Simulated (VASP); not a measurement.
# NaHgI2 in VASP: single point with PBE

Aim: the single point of NaHgI2 with PBE.

Everything below comes from runs of VASP 6.6.1. Logs are shortened: lines on timing, memory, paths and dates and some standing lists are left out, and cuts for length are marked.

## 1. The cell of the first run

The cell holds a sheet with vacuum, 4 atoms: a = 4.575 Å, b = 4.575 Å, c = 19.000 Å, α = 90.00°, β = 90.00°, γ = 90.00°.

The cell was built from a structure type or drawn by symmetry, and may not be a known phase.

## 2. Single point, PBE

The input, INCAR:

```
SYSTEM = NaHgI2
PREC     = Accurate       ! precision mode
ENCUT    = 520            ! plane-wave cutoff, eV
EDIFF    = 1E-6           ! SCF threshold, eV
ISMEAR   = 0              ! smearing method
SIGMA    = 0.1            ! smearing width, eV
LREAL    = .False.        ! projectors in reciprocal space
LASPH    = .True.         ! aspherical terms in the spheres
NELM     = 80             ! most SCF steps
ALGO     = Normal         ! electronic algorithm
ISIF     = 2              ! what is computed and relaxed
LWAVE    = .False.        ! write WAVECAR
LCHARG   = .False.        ! write CHGCAR
LDIPOL   = .True.       
IDIPOL   = 3            
DIPOL    = 0.5 0.5 0.500
GGA      = PE             ! functional
NBANDS   = 24             ! bands
```

The input, KPOINTS:

```
Automatic mesh
0
Gamma
  4 4 1
  0 0 0
```

The input, POSCAR:

```
NaHgI2
1.0
    4.5749290000      0.0000000000      0.0000000000
    0.0000000000      4.5749290000      0.0000000000
    0.0000000000      0.0000000000     19.0000000000
Na Hg I
1 1 2
Direct
    0.0000000000      0.0000000000      0.5000000000
    0.5000000000      0.5000000000      0.5000000000
    0.0000000000      0.0000000000      0.3906423300
    0.0000000000      0.0000000000      0.6093576700
```

Potentials or basis: VASP PAW PBE potentials, release 64 (Na_pv, Hg, I).

Run with:

```sh
> cat potpaw_PBE.64/Na_pv/POTCAR potpaw_PBE.64/Hg/POTCAR potpaw_PBE.64/I/POTCAR > POTCAR
> mpirun -np 1 vasp_std > vasp.out
```

OUTCAR:

```text
SYSTEM = NaHgI2
   PREC = Accurate
   ENCUT = 520
   EDIFF = 1E-6
   ISMEAR = 0
   LREAL = .False.
   LASPH = .True.
   NELM = 80
   ISIF = 2
   GGA = PE

 ion  position               nearest neighbor table
   1  0.000  0.000  0.500-   3 2.08   4 2.08   2 3.23   2 3.23   2 3.23   2 3.23
   2  0.500  0.500  0.500-   1 3.23   1 3.23   1 3.23   1 3.23
   3  0.000  0.000  0.391-   1 2.08
   4  0.000  0.000  0.609-   1 2.08

  LATTYP: Found a simple tetragonal cell.
 ALAT       =     4.5749290000
 C/A-ratio  =     4.1530699165

  Lattice vectors:

 A1 = (   4.5749290000,   0.0000000000,   0.0000000000)
 A2 = (   0.0000000000,   4.5749290000,   0.0000000000)
 A3 = (   0.0000000000,   0.0000000000,  19.0000000000)

Analysis of symmetry for initial positions (statically):
=====================================================================
 Subroutine PRICEL returns:
 Original cell was already a primitive cell.

 Routine SETGRP: Setting up the symmetry group for a
 simple tetragonal supercell.

 Subroutine GETGRP returns: Found 16 space group operations
 (whereof 16 operations were pure point group operations)
 out of a pool of 16 trial point group operations.

The static configuration has the point symmetry D_4h.

Analysis of symmetry for dynamics (positions and initial velocities):
=====================================================================
 Subroutine PRICEL returns:
 Original cell was already a primitive cell.

 Routine SETGRP: Setting up the symmetry group for a
 simple tetragonal supercell.

 Subroutine GETGRP returns: Found 16 space group operations
 (whereof 16 operations were pure point group operations)
 out of a pool of 16 trial point group operations.

The dynamic configuration has the point symmetry D_4h.

 Subroutine INISYM returns: Found 16 space group operations
 (whereof 16 operations are pure point group operations),
 and found     1 'primitive' translations

----------------------------------------------------------------------------------------

                                     Primitive cell

  volume of cell :     397.6695

  direct lattice vectors                    reciprocal lattice vectors
     4.574929000  0.000000000  0.000000000     0.218582627  0.000000000  0.000000000
     0.000000000  4.574929000  0.000000000     0.000000000  0.218582627  0.000000000
     0.000000000  0.000000000 19.000000000     0.000000000  0.000000000  0.052631579

  length of vectors
     4.574929000  4.574929000 19.000000000     0.218582627  0.218582627  0.052631579

  position of ions in fractional coordinates (direct lattice)
     0.000000000  0.000000000  0.500000000
     0.500000000  0.500000000  0.500000000
     0.000000000  0.000000000  0.390642330
     0.000000000  0.000000000  0.609357670

  ion indices of the primitive-cell ions
   primitive index   ion index
                 1           1
                 2           2
                 3           3
                 4           4

----------------------------------------------------------------------------------------

 KPOINTS: Automatic mesh

Automatic generation of k-mesh.
 Grid dimensions read from file:
 generate k-points for:    4    4    1

 Generating k-lattice:

  Cartesian coordinates                     Fractional coordinates (reciprocal lattice)
     0.054645657  0.000000000  0.000000000     0.250000000  0.000000000  0.000000000
     0.000000000  0.054645657  0.000000000     0.000000000  0.250000000  0.000000000
     0.000000000  0.000000000  0.052631579     0.000000000  0.000000000  1.000000000

  Length of vectors
     0.054645657  0.054645657  0.052631579

  Shift w.r.t. Gamma in fractional coordinates (k-lattice)
     0.000000000  0.000000000  0.000000000

 Subroutine IBZKPT returns following result:
 ===========================================

 Found      6 irreducible k-points:

 Following reciprocal coordinates:
            Coordinates               Weight
  0.000000  0.000000  0.000000      1.000000
  0.250000  0.000000  0.000000      4.000000
  0.500000  0.000000  0.000000      2.000000
  0.250000  0.250000  0.000000      4.000000
  0.500000  0.250000  0.000000      4.000000
  0.500000  0.500000  0.000000      1.000000
   k-points           NKPTS =      6   k-points in BZ     NKDIM =      6   number of bands    NBANDS=     24
   number of dos      NEDOS =    301   number of ions     NIONS =      4
   total plane-waves  NPLWV = 186624
   dimension x,y,z NGX =    36 NGY =   36 NGZ =  144
   dimension x,y,z NGXF=    72 NGYF=   72 NGZF=  288
   ions per type =               1   1   2
   NGX,Y,Z   is equivalent  to a cutoff of  13.08, 13.08, 12.60 a.u.
   NGXF,Y,Z  is equivalent  to a cutoff of  26.16, 26.16, 25.20 a.u.
 SYSTEM =  NaHgI2
   PREC   = accura    normal or accurate (medium, high low for compatibility)
   ISTART =      0    job   : 0-new  1-cont  2-samecut
   ICHARG =      2    charge: 1-file 2-atom 10-const
   ISPIN  =      1    spin polarized calculation?
   LNONCOLLINEAR =      F non collinear calculations
   LSORBIT =      F    spin-orbit coupling
   LASPH  =      T    aspherical Exc in radial PAW
   ENCUT  =  520.0 eV  38.22 Ry    6.18 a.u.   8.51  8.51 35.33*2*pi/ulx,y,z
   NELM   =     80;   NELMIN=  2; NELMDL= -5     # of ELM steps
   EDIFF  = 0.1E-05   stopping-criterion for ELM
   LREAL  =      F    real-space projection
   EDIFFG = 0.1E-04   stopping-criterion for IOM
   NSW    =      0    number of steps for IOM
   IBRION =     -1    ionic relax: 0-MD 1-quasi-New 2-CG
   NFREE  =      0    steps in history (QN), initial steepest desc. (CG)
   ISIF   =      2    stress and relaxation
   ISYM   =      2    0-nonsym 1-usesym 2-fastsym
   POTIM  = 0.5000    time-step for ionic-motion
   TEBEG  =    0.0;   TEEND  =   0.0 temperature during run
   PSTRESS=    0.0 pullay stress
   NELECT =      33.0000    total number of electrons
   NUPDOWN=      -1.0000    fix difference up-down
   EMIN   =  10.00;   EMAX   =-10.00  energy-range for DOS
   EFERMI =   0.00;   METHOD = LEGACY
   ISMEAR =     0;   SIGMA  =   0.10  broadening in eV -4-tet -1-fermi 0-gaus
   EFERMI_NEDOS =   21; number of points for ismear=-14 and -15
   IALGO  =     38    algorithm
   IMIX   =      4    mixing-type and parameters
     AMIX     =   0.40;   BMIX     =  1.00
     AMIX_MAG =   1.60;   BMIX_MAG =  1.00
  volume/ion in A,a.u.               =      99.42       670.90
  Fermi-wavevector in a.u.,A,eV,Ry     =   0.714067  1.349390  6.937489  0.509891
  Thomas-Fermi vector in A             =   1.801869
   LORBIT       =      0    0 simple, 1 ext, 2 COOP (PROOUT), +10 PAW based schemes
   GGA     = PE    functional components
   LHFCALC =     F    Hartree Fock is set to
   AEXX    =    0.0000 exact exchange contribution
   IVDW    =     0    specifies the selected vdW correction
   LEPSILON=     F    determine dielectric tensor
   LRPA    =     F    only Hartree local field effects (RPA)
 non-spin polarized calculation
 Gauss-broadening in eV      SIGMA  =   0.10
  energy-cutoff  :      520.00
  volume of cell :      397.67
 maximum number of plane-waves:     10755
 NGX is ok and might be reduce to    36
   NGX = 17   NGY = 17   NGZ = 71

 dipolmoment           0.000000      0.000000     -0.000000 electrons x Angstroem

 number of electron      33.0000003 magnetization

 dipolmoment           0.000000      0.000000      0.000000 electrons x Angstroem

 Free energy of the ion-electron system (eV)
  ---------------------------------------------------
  ext. energy  EPLUGINS =         0.00000000
  ---------------------------------------------------
  free energy    TOTEN  =        -0.31930117 eV

  energy without entropy =       -0.28974258  energy(sigma->0) =       -0.30452187

 E-fermi :  -3.9891     XC(G=0):  -3.3979

 val. band max:       -4.0842262765   @ k =   0.5000   0.5000   0.0000
 cond. band min:      -3.9434914546   @ k =   0.2500   0.2500   0.0000
 fundamental gap:      0.1407348219
 Fermi energy:        -3.9891422939

 k-point     1 :       0.0000    0.0000    0.0000
  band No.  band energies     occupation
      1     -27.8750      2.00000
      2     -27.0230      2.00000
      3     -27.0230      2.00000
      4     -15.3081      2.00000
      5     -14.8256      2.00000
      6      -9.4549      2.00000
[... 16 lines left out ...]
     23       2.5229      0.00000
     24       3.1600      0.00000

 k-point     2 :       0.2500    0.0000    0.0000
  band No.  band energies     occupation
      1     -27.8747      2.00000
      2     -27.0244      2.00000
      3     -27.0230      2.00000
      4     -15.2542      2.00000
      5     -14.7857      2.00000
      6      -9.4266      2.00000
[... 16 lines left out ...]
     23       3.5648      0.00000
     24       3.6328      0.00000

 k-point     3 :       0.5000    0.0000    0.0000
  band No.  band energies     occupation
      1     -27.8745      2.00000
      2     -27.0258      2.00000
      3     -27.0231      2.00000
      4     -15.1985      2.00000
      5     -14.7448      2.00000
      6      -9.4462      2.00000
[... 16 lines left out ...]
     23       3.2252      0.00000
     24       3.8914      0.00000

 k-point     4 :       0.2500    0.2500    0.0000
  band No.  band energies     occupation
      1     -27.8745      2.00000
      2     -27.0245      2.00000
      3     -27.0240      2.00000
      4     -15.2075      2.00000
      5     -14.7443      2.00000
      6      -9.4430      2.00000
[... 16 lines left out ...]
     23       3.7700      0.00000
     24       4.3976      0.00000

 k-point     5 :       0.5000    0.2500    0.0000
  band No.  band energies     occupation
      1     -27.8743      2.00000
      2     -27.0255      2.00000
      3     -27.0241      2.00000
      4     -15.1595      2.00000
      5     -14.7018      2.00000
      6      -9.4600      2.00000
[... 16 lines left out ...]
     23       3.8228      0.00000
     24       4.1373      0.00000

 k-point     6 :       0.5000    0.5000    0.0000
  band No.  band energies     occupation
      1     -27.8740      2.00000
      2     -27.0251      2.00000
      3     -27.0251      2.00000
      4     -15.1194      2.00000
      5     -14.6575      2.00000
      6      -9.4706      2.00000
[... 16 lines left out ...]
     23       4.2366      0.00000
     24       4.4824      0.00000

------------------------ aborting loop because EDIFF is reached ----------------------------------------

 vacuum level on the upper side and lower side of the slab       (xc-potential included)        -0.009        -0.009

  FORCE on cell =-STRESS in cart. coord.  units (eV):
  Direction    XX          YY          ZZ          XY          YZ          ZX
  --------------------------------------------------------------------------------------
  -------------------------------------------------------------------------------------
  Total       -0.2849833     -0.2849833     40.6323202      0.0000000      0.0000000      0.0000000
  in kB       -1.1481739     -1.1481739    163.7042244      0.0000000      0.0000000      0.0000000
  external PRESSURE =      53.8026255 kB  Pullay stress =       0.0000000 kB

 VOLUME and BASIS-vectors are now :
 -----------------------------------------------------------------------------
  energy-cutoff  :      520.00
  volume of cell :      397.67
      direct lattice vectors                 reciprocal lattice vectors
     4.574929000  0.000000000  0.000000000     0.218582627  0.000000000  0.000000000
     0.000000000  4.574929000  0.000000000     0.000000000  0.218582627  0.000000000
     0.000000000  0.000000000 19.000000000     0.000000000  0.000000000  0.052631579

 POSITION                                       TOTAL-FORCE (eV/Angst)
 -----------------------------------------------------------------------------------
      0.00000      0.00000      9.50000         0.000000     -0.000000      0.000000
      2.28746      2.28746      9.50000         0.000000     -0.000000      0.000000
      0.00000      0.00000      7.42220         0.000000      0.000000     -9.783600
      0.00000      0.00000     11.57780         0.000000      0.000000      9.783600
 -----------------------------------------------------------------------------------
    total drift:                                0.000000     -0.000000      0.000000

  FREE ENERGIE OF THE ION-ELECTRON SYSTEM (eV)
  ---------------------------------------------------
  free  energy   TOTEN  =        -0.3193011652 eV

  energy  without entropy=       -0.2897425768  energy(sigma->0) =       -0.30452187

 vacuum level on the upper side and lower side of the slab         2.702         2.702
```

Wall time 2.3 min (1 thread of Intel Xeon 8259CL, shared host); peak memory 0.46 GiB.

What came out:

```yaml
Free_energy: -0.3193 eV
Largest_force: 9.784 eV/Å
Band_gap_on_the_k_mesh: zero (an odd number of electrons rules out a gap without spin polarisation)
```

Forces in eV/Å, atoms in the order of the input:
```
Na   0.000  0.000  0.000
Hg   0.000  0.000  0.000
I    0.000  0.000 -9.784
I    0.000  0.000  9.784
```

Caveat: spin-orbit coupling is left out, which moves the levels of the heavy elements; an odd number of electrons without spin polarisation forces a metal; a magnetic or distorted state may lie lower.
